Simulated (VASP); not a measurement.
The system is VN.

```
V N
1.0
     0.00000    2.06400    2.06400
     2.06400    0.00000    2.06400
     2.06400    2.06400    0.00000
V N
1 1
Direct
  0.00000 0.00000 0.00000
  0.50000 0.50000 0.50000
```

Base run:

```yaml
Program: VASP 6.6.1
Functional: PBE
Potentials_or_basis: VASP PAW PBE potentials, release 64 (V_sv, N)
Cutoff: 520 eV
k_mesh: 19 × 19 × 19
Occupations: fermi-dirac, width 0.05 eV
Spin: collinear spin, ferromagnetic start
Starting_moments: "[2.0, 0.0] μB"
```

Its results: band gap on the k mesh zero (filled and empty bands overlap); pressure -1.7 GPa; net moment 0.00 μB per cell.

Question: The run is repeated on the same cell with these changes: functional from PBE to LDA; potentials or basis from VASP PAW PBE potentials, release 64 (V_sv, N) to VASP PAW LDA potentials, release 64 (V_sv, N). What comes out?

Answer: Band gap on the k mesh zero (filled and empty bands overlap); pressure -19.1 GPa; net moment 0.00 μB per cell.

Caveats: the moments typed at the start vanished in this run; the cell stands under tension (at least some runs).
